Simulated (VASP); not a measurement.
# Sn (P6_3/mmc) in VASP: a series of runs

Runs on Sn. Level: PBE. Tasks: relaxation of cell and atoms.

Everything below comes from runs of VASP 6.6.1. Logs are shortened: lines on timing, memory, paths and dates and some standing lists are left out, and cuts for length are marked.

## Step 1: The cell of the first run

It takes space group P6_3/mmc (No. 194, hexagonal). The conventional cell has a = 2.692 Å, b = 2.692 Å, c = 4.361 Å, α = 90.00°, β = 90.00°, γ = 120.00°. Sn (site symmetry -6m2) has 12 Sn at 2.68 to 2.69 Å within 3.5 Å.

This isn't the form of Sn at room conditions, which is tetragonal (white tin).

## Step 2: Relaxation of cell and atoms, PBE, target pressure 180 GPa, at which the enthalpy is minimised

The input, INCAR:

```
SYSTEM = Sn
ALGO = Normal
EDIFF = 1E-7
EDIFFG = -0.005
ENCUT = 600
GGA = PE
IBRION = 2
ISIF = 3
ISMEAR = -1
LASPH = .TRUE.
LCHARG = .FALSE.
LREAL = .FALSE.
LWAVE = .FALSE.
NELM = 60
NSW = 60
PREC = Accurate
PSTRESS = 1800.0
SIGMA = 0.08
```

The input, KPOINTS:

```
k-points
0
G
  16 16 9
  0 0 0
```

The input, POSCAR:

```
Sn
1.0
    2.6922287161      0.0000000000      0.0000000000
   -1.3461143580      2.3315384609      0.0000000000
    0.0000000000      0.0000000000      4.3614105200
Sn
2
Direct
    0.3333333333      0.6666666667      0.2500000000
    0.6666666667      0.3333333333      0.7500000000
```

Potentials or basis: VASP PAW PBE potentials, release 64 (Sn_d).

Command:

```
$ cat potpaw_PBE.64/Sn_d/POTCAR > POTCAR
$ mpirun -np 1 vasp_std > vasp.out
```

OUTCAR:

```text
SYSTEM = Sn
   EDIFF = 1E-7
   EDIFFG = -0.005
   ENCUT = 600
   GGA = PE
   IBRION = 2
   ISIF = 3
   ISMEAR = -1
   LASPH = .TRUE.
   LREAL = .FALSE.
   NELM = 60
   NSW = 60
   PREC = Accurate
   PSTRESS = 1800.0

 ion  position               nearest neighbor table
   1  0.333  0.667  0.250-   2 2.68   2 2.68   2 2.68   2 2.68   2 2.68   2 2.68
   2  0.667  0.333  0.750-   1 2.68   1 2.68   1 2.68   1 2.68   1 2.68   1 2.68

  LATTYP: Found a hexagonal cell.
 ALAT       =     2.6922287161
 C/A-ratio  =     1.6200000000

  Lattice vectors:

 A1 = (   2.6922287161,   0.0000000000,   0.0000000000)
 A2 = (  -1.3461143580,   2.3315384609,   0.0000000000)
 A3 = (   0.0000000000,   0.0000000000,   4.3614105200)

Analysis of symmetry for initial positions (statically):
=====================================================================
 Subroutine PRICEL returns:
 Original cell was already a primitive cell.

 Routine SETGRP: Setting up the symmetry group for a
 hexagonal supercell.

 Subroutine GETGRP returns: Found 24 space group operations
 (whereof 12 operations were pure point group operations)
 out of a pool of 24 trial point group operations.

The static configuration has the point symmetry D_3d.
 The point group associated with its full space group is D_6h.

Analysis of symmetry for dynamics (positions and initial velocities):
=====================================================================
 Subroutine PRICEL returns:
 Original cell was already a primitive cell.

 Routine SETGRP: Setting up the symmetry group for a
 hexagonal supercell.

 Subroutine GETGRP returns: Found 24 space group operations
 (whereof 12 operations were pure point group operations)
 out of a pool of 24 trial point group operations.

The dynamic configuration has the point symmetry D_3d.
 The point group associated with its full space group is D_6h.

 Subroutine INISYM returns: Found 24 space group operations
 (whereof 12 operations are pure point group operations),
 and found     1 'primitive' translations

----------------------------------------------------------------------------------------

                                     Primitive cell

  volume of cell :      27.3767

  direct lattice vectors                    reciprocal lattice vectors
     2.692228716  0.000000000  0.000000000     0.371439467  0.214450676  0.000000000
    -1.346114358  2.331538461  0.000000000     0.000000000  0.428901353  0.000000000
     0.000000000  0.000000000  4.361410520     0.000000000  0.000000000  0.229283622

  length of vectors
     2.692228716  2.692228716  4.361410520     0.428901353  0.428901353  0.229283622

  position of ions in fractional coordinates (direct lattice)
     0.333333333  0.666666667  0.250000000
     0.666666667  0.333333333  0.750000000

  ion indices of the primitive-cell ions
   primitive index   ion index
                 1           1
                 2           2

----------------------------------------------------------------------------------------

 KPOINTS: k-points

Automatic generation of k-mesh.
 Grid dimensions read from file:
 generate k-points for:   16   16    9

 Generating k-lattice:

  Cartesian coordinates                     Fractional coordinates (reciprocal lattice)
     0.023214967  0.013403167  0.000000000     0.062500000 -0.000000000  0.000000000
     0.000000000  0.026806335  0.000000000     0.000000000  0.062500000  0.000000000
     0.000000000  0.000000000  0.025475958     0.000000000  0.000000000  0.111111111

  Length of vectors
     0.026806335  0.026806335  0.025475958

  Shift w.r.t. Gamma in fractional coordinates (k-lattice)
     0.000000000  0.000000000  0.000000000

 Subroutine IBZKPT returns following result:
 ===========================================

 Found    150 irreducible k-points:

 Following reciprocal coordinates:
            Coordinates               Weight
  0.000000  0.000000  0.000000      1.000000
  0.062500 -0.000000  0.000000      6.000000
  0.125000 -0.000000  0.000000      6.000000
  0.187500  0.000000  0.000000      6.000000
  0.250000 -0.000000  0.000000      6.000000
  0.312500 -0.000000  0.000000      6.000000
[... 16 lines left out ...]
  0.187500  0.187500  0.000000      6.000000
  0.250000  0.187500  0.000000     12.000000
 [... further k-points ...]
   k-points           NKPTS =    150   k-points in BZ     NKDIM =    150   number of bands    NBANDS=     18
   number of dos      NEDOS =    301   number of ions     NIONS =      2
   total plane-waves  NPLWV =  20736
   dimension x,y,z NGX =    24 NGY =   24 NGZ =   36
   dimension x,y,z NGXF=    48 NGYF=   48 NGZF=   72
   ions per type =               2
   NGX,Y,Z   is equivalent  to a cutoff of  14.82, 14.82, 13.72 a.u.
   NGXF,Y,Z  is equivalent  to a cutoff of  29.64, 29.64, 27.44 a.u.
 SYSTEM =  Sn
   PREC   = accura    normal or accurate (medium, high low for compatibility)
   ISTART =      0    job   : 0-new  1-cont  2-samecut
   ICHARG =      2    charge: 1-file 2-atom 10-const
   ISPIN  =      1    spin polarized calculation?
   LNONCOLLINEAR =      F non collinear calculations
   LSORBIT =      F    spin-orbit coupling
   LASPH  =      T    aspherical Exc in radial PAW
   ENCUT  =  600.0 eV  44.10 Ry    6.64 a.u.   5.38  5.38  8.71*2*pi/ulx,y,z
   NELM   =     60;   NELMIN=  2; NELMDL= -5     # of ELM steps
   EDIFF  = 0.1E-06   stopping-criterion for ELM
   LREAL  =      F    real-space projection
   EDIFFG = -.5E-02   stopping-criterion for IOM
   NSW    =     60    number of steps for IOM
   IBRION =      2    ionic relax: 0-MD 1-quasi-New 2-CG
   NFREE  =      1    steps in history (QN), initial steepest desc. (CG)
   ISIF   =      3    stress and relaxation
   ISYM   =      2    0-nonsym 1-usesym 2-fastsym
   POTIM  = 0.5000    time-step for ionic-motion
   TEBEG  =    0.0;   TEEND  =   0.0 temperature during run
   PSTRESS= 1800.0 pullay stress
   NELECT =      28.0000    total number of electrons
   NUPDOWN=      -1.0000    fix difference up-down
   EMIN   =  10.00;   EMAX   =-10.00  energy-range for DOS
   EFERMI =   0.00;   METHOD = LEGACY
   ISMEAR =    -1;   SIGMA  =   0.08  broadening in eV -4-tet -1-fermi 0-gaus
   EFERMI_NEDOS =   21; number of points for ismear=-14 and -15
   IALGO  =     38    algorithm
   IMIX   =      4    mixing-type and parameters
     AMIX     =   0.40;   BMIX     =  1.00
     AMIX_MAG =   1.60;   BMIX_MAG =  1.00
  volume/ion in A,a.u.               =      13.69        92.37
  Fermi-wavevector in a.u.,A,eV,Ry     =   1.649429  3.116969 37.016236  2.720617
  Thomas-Fermi vector in A             =   2.738550
   LORBIT       =      0    0 simple, 1 ext, 2 COOP (PROOUT), +10 PAW based schemes
   GGA     = PE    functional components
   LHFCALC =     F    Hartree Fock is set to
   AEXX    =    0.0000 exact exchange contribution
   IVDW    =     0    specifies the selected vdW correction
   LEPSILON=     F    determine dielectric tensor
   LRPA    =     F    only Hartree local field effects (RPA)
 conjugate gradient relaxation of ions
 non-spin polarized calculation
  energy-cutoff  :      600.00
  volume of cell :       27.38
 maximum number of plane-waves:       941
 NGX is ok and might be reduce to    24
   NGX = 11   NGY = 11   NGZ = 17

--------------------------------------- Ionic step        1  -------------------------------------------

 number of electron      27.9999999 magnetization

 Free energy of the ion-electron system (eV)
  ---------------------------------------------------
  ext. energy  EPLUGINS =         0.00000000
  ---------------------------------------------------
  free energy    TOTEN  =         0.51321708 eV

  energy without entropy =        0.52873886  energy(sigma->0) =        0.52097797

------------------------ aborting loop because EDIFF is reached ----------------------------------------

  FORCE on cell =-STRESS in cart. coord.  units (eV):
  Direction    XX          YY          ZZ          XY          YZ          ZX
  --------------------------------------------------------------------------------------
  -------------------------------------------------------------------------------------
  Total       31.1758594     31.1758594     31.1488007      0.0000000      0.0000000      0.0000000
  in kB     1824.5153155   1824.5153154   1822.9317505      0.0000000      0.0000000      0.0000000
  external PRESSURE =      23.9874605 kB  Pullay stress =    1800.0000000 kB

 VOLUME and BASIS-vectors are now :
 -----------------------------------------------------------------------------
  energy-cutoff  :      600.00
  volume of cell :       27.38
      direct lattice vectors                 reciprocal lattice vectors
     2.692228716  0.000000000  0.000000000     0.371439467  0.214450676  0.000000000
    -1.346114358  2.331538461  0.000000000     0.000000000  0.428901353  0.000000000
     0.000000000  0.000000000  4.361410520     0.000000000  0.000000000  0.229283622
[... 122 lines left out ...]
  FREE ENERGIE OF THE ION-ELECTRON SYSTEM (eV)
  ---------------------------------------------------
  free  energy   TOTEN  =         0.4075962336 eV

  energy  without entropy=        0.4231283495  energy(sigma->0) =        0.41536229

  enthalpy is  TOTEN    =        31.2694841714 eV   P V=       30.8618879378

--------------------------------------- Ionic step        5  -------------------------------------------

 number of electron      28.0000000 magnetization

 Free energy of the ion-electron system (eV)
  ---------------------------------------------------
  ext. energy  EPLUGINS =         0.00000000
  ---------------------------------------------------
  free energy    TOTEN  =         0.40749631 eV

  energy without entropy =        0.42302255  energy(sigma->0) =        0.41525943

 E-fermi :  20.1543     XC(G=0): -14.0170

 val. band max:       20.1321731999   @ k =   0.2500   0.1875   0.3333
 cond. band min:      20.1573234579   @ k =   0.2500   0.2500   0.2222
 fundamental gap:      0.0251502580
 Fermi energy:        20.1543189372

 k-point     1 :       0.0000    0.0000    0.0000
  band No.  band energies     occupation
      1      -3.6046      2.00000
      2      -3.2116      2.00000
      3      -3.1447      2.00000
      4      -3.1447      2.00000
      5      -3.0358      2.00000
      6      -3.0358      2.00000
[... 10 lines left out ...]
     17      31.4594      0.00000
     18      31.6638      0.00000
[... 463 lines left out ...]
 k-point    24 :       0.2500    0.1875    0.0000
  band No.  band energies     occupation
      1      -3.5130      2.00000
      2      -3.5027      2.00000
      3      -3.3318      2.00000
      4      -3.1690      2.00000
      5      -2.8491      2.00000
      6      -2.7700      2.00000
[... 10 lines left out ...]
     17      24.9036      0.00000
     18      26.5144      0.00000

 [... further k-points ...]

------------------------ aborting loop because EDIFF is reached ----------------------------------------

  FORCE on cell =-STRESS in cart. coord.  units (eV):
  Direction    XX          YY          ZZ          XY          YZ          ZX
  --------------------------------------------------------------------------------------
  -------------------------------------------------------------------------------------
  Total       30.8665524     30.8665524     30.8662313      0.0000000      0.0000000     -0.0000000
  in kB     1800.2664651   1800.2664650   1800.2477360      0.0000001      0.0000000     -0.0000000
  external PRESSURE =       0.2602220 kB  Pullay stress =    1800.0000000 kB

 VOLUME and BASIS-vectors are now :
 -----------------------------------------------------------------------------
  energy-cutoff  :      600.00
  volume of cell :       27.47
      direct lattice vectors                 reciprocal lattice vectors
     2.695792182  0.000000000 -0.000000000     0.370948475  0.214167202  0.000000000
    -1.347896091  2.334624513  0.000000000    -0.000000000  0.428334404 -0.000000000
    -0.000000000  0.000000000  4.364740867     0.000000000 -0.000000000  0.229108676

 POSITION                                       TOTAL-FORCE (eV/Angst)
 -----------------------------------------------------------------------------------
     -0.00000      1.55642      1.09119        -0.000000     -0.000000      0.000000
      1.34790      0.77821      3.27356         0.000000      0.000000      0.000000
 -----------------------------------------------------------------------------------
    total drift:                               -0.000000      0.000000     -0.000000

  FREE ENERGIE OF THE ION-ELECTRON SYSTEM (eV)
  ---------------------------------------------------
  free  energy   TOTEN  =         0.4074963139 eV

  energy  without entropy=        0.4230225516  energy(sigma->0) =        0.41525943

  enthalpy is  TOTEN    =        31.2694800632 eV   P V=       30.8619837493

 reached required accuracy - stopping structural energy minimisation
```

It took 3.5 min on 1 thread of Intel Xeon Platinum 8259CL at 2.50GHz (Skylake/Cascade Lake), shared host; peak memory 0.22 GiB.

What came out:

| Property | Result |
| --- | --- |
| Free energy | 0.4075 eV |
| Relaxed volume | 13.74 Å³/atom |
| Relaxed cell | a = 2.696 Å, b = 2.696 Å, c = 4.365 Å, α = 90.00°, β = 90.00°, γ = 120.00° |
| Space group after relaxing (to 0.1 Å) | P6_3/mmc (No. 194) |
| Energy change on relaxing (the run minimises the enthalpy) | -52.9 meV/atom |
| Ionic steps | 5 |
| Pressure after relaxing | 180.0 GPa |
| Band gap on the k mesh | zero (bands 14 and 15 overlap by 13.61 eV) |

The path:
```csv
step,energy change (eV),largest force (eV/Å),pressure (GPa),volume (Å³)
1,0.0000,0.0000,182.40,27.38
2,-0.8819,0.0000,162.67,28.20
3,-0.1078,0.0000,179.98,27.47
4,-0.1056,0.0000,180.03,27.47
5,-0.1057,0.0000,180.03,27.47
```

Final structure:
```
Sn
1.0
     2.69579    0.00000    0.00000
    -1.34790    2.33462    0.00000
     0.00000    0.00000    4.36474
Sn
2
Cartesian
  0.0000 1.5564 1.0912
  1.3479 0.7782 3.2736
```

Caveat: the cell is relaxed towards a set pressure, so the run minimises the enthalpy, not the energy; spin-orbit coupling is left out, which moves the levels of the heavy elements.

## Step 3: Relaxation of cell and atoms, PBE, target pressure 180 GPa, at which the enthalpy is minimised

This run uses another cell than the first one, of 13.73 Å³/atom.

The input, INCAR:

```
ALGO     = Normal         # electronic algorithm
EDIFF    = 1E-7           # SCF threshold, eV
EDIFFG   = -0.005         # ionic threshold
ENCUT    = 600            # plane-wave cutoff, eV
GGA      = PE             # functional
IBRION   = 2              # ionic algorithm
ISIF     = 3              # what is computed and relaxed
ISMEAR   = -1             # smearing method
LASPH    = True           # aspherical terms in the spheres
LCHARG   = False          # write CHGCAR
LREAL    = False          # projectors in reciprocal space
LWAVE    = False          # write WAVECAR
NELM     = 60             # most SCF steps
NSW      = 32             # ionic steps
PREC     = Accurate       # precision mode
PSTRESS  = 1800.0       
SIGMA    = 0.08           # smearing width, eV
```

The input, KPOINTS:

```
k-points
0
Gamma
  16 16 9
```

The input, POSCAR:

```
Sn
1.0
    2.6952710353      0.0000000000      0.0000000000
   -1.3476355176      2.3341731867      0.0000000000
    0.0000000000      0.0000000000      4.3652952640
Sn
2
Direct
    0.3333333333      0.6666666667      0.2500000000
    0.6666666667      0.3333333333      0.7500000000
```

Potentials or basis: VASP PAW PBE potentials, release 64 (Sn_d).

Command:

```
$ cat potpaw_PBE.64/Sn_d/POTCAR > POTCAR
$ mpirun -np 1 vasp_std > vasp.out
```

Wall time 3.3 min (1 thread of Intel Xeon Platinum 8259CL at 2.50GHz (Skylake/Cascade Lake), shared host); peak memory 0.21 GiB.

The run converged. Its results:

```yaml
Free_energy: 0.4059 eV
Relaxed_volume: 13.74 Å³/atom
Relaxed_cell: a = 2.696 Å, b = 2.696 Å, c = 4.366 Å, α = 90.00°, β = 90.00°, γ = 120.00°
Space_group_after_relaxing_to_0.1_Å: P6_3/mmc (No. 194)
Energy_change_on_relaxing_the_run_minimises_the_enthalpy: -4.8 meV/atom
Ionic_steps: 8
Pressure_after_relaxing: 180.0 GPa
Band_gap_on_the_k_mesh: zero (bands 14 and 15 overlap by 13.61 eV)
```

Stress tensor (GPa, compression positive):
```
180.03   0.00   0.00
  0.00 180.03   0.00
  0.00   0.00 179.95
```

Step by step:
```tsv
step	energy change (eV)	largest force (eV/Å)	pressure (GPa)	volume (Å³)
1	0.0000	0.0000	180.20	27.46
2	-0.0775	0.0000	178.48	27.53
3	-0.0088	0.0000	180.14	27.47
4	-0.0147	0.0000	179.88	27.48
5	-0.0121	0.0000	179.94	27.47
6	-0.0106	0.0000	179.99	27.47
7	-0.0104	0.0000	179.97	27.47
8	-0.0096	0.0000	180.01	27.47
```

Final structure:
```
Sn
1.0
     2.69559    0.00000    0.00000
    -1.34780    2.33445    0.00000
     0.00000    0.00000    4.36561
Sn
2
Direct
  0.33333 0.66667 0.25000
  0.66667 0.33333 0.75000
```

Levels at points of the mesh, in eV from the Fermi level:
| k point | band 11 | band 12 | band 13 | band 14 | band 15 | band 16 | band 17 | band 18 |
| --- | --- | --- | --- | --- | --- | --- | --- | --- |
| (0.00, 0.00, 0.00) | -18.53 | -9.79 | -8.23 | 9.41 | 9.99 | 9.99 | 11.31 | 11.50 |
| (0.50, 0.00, 0.00) | -10.35 | -10.15 | -2.52 | -2.48 | -0.62 | 0.67 | 2.22 | 8.14 |

Caveat: the cell is relaxed towards a set pressure, so the run minimises the enthalpy, not the energy; spin-orbit coupling is left out, which moves the levels of the heavy elements.

The gap in the log of VASP goes by the Fermi energy; the results here count the filled bands.